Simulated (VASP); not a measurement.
A run of VASP 6.6.1 is set up as follows.

Contents of INCAR:

```
SYSTEM = SiGe4
ALGO = Normal ; EDIFF = 1E-7
ENCUT = 520 ; GGA = PE
ISIF = 2 ; ISMEAR = 0
LASPH = .True. ; LCHARG = .False.
LREAL = .False. ; LWAVE = .False.
NBANDS = 38 ; NELM = 80
PREC = Accurate ; SIGMA = 0.1
```

File KPOINTS:

```
k-points
0
Gamma
  6 6 6
  0 0 0
```

File POSCAR:

```
SiGe4
1.0
    1.4834450800      0.8564674200     12.1122783800
   -1.4834450800      0.8564674200     12.1122783800
    0.0000000000     -1.7129348400     12.1122783800
Si Ge
1 4
Direct
    0.0000000000      0.0000000000      0.0000000000
    0.6000000000      0.6000000000      0.6000000000
    0.2000000000      0.2000000000      0.2000000000
    0.8000000000      0.8000000000      0.8000000000
    0.4000000000      0.4000000000      0.4000000000
```

Potentials or basis: VASP PAW PBE potentials, release 64 (Si, Ge_d).

The run is started by

```bash
$ cat potpaw_PBE.64/Si/POTCAR potpaw_PBE.64/Ge_d/POTCAR > POTCAR
$ mpirun -np 1 vasp_std > vasp.out
```

Question: Estimate the band gap on the k mesh.

Answer: Zero (bands 30 and 31 overlap by 9.30 eV).

Question: Predict the pressure.

Answer: 1.9 GPa.

Stress tensor (GPa, compression positive):
```
2.67 0.00 0.00
0.00 2.67 0.00
0.00 0.00 0.46
```

Caveat: the k points lie up to 0.41 Å⁻¹ apart, too coarse for converged energies and pressures of a metal.
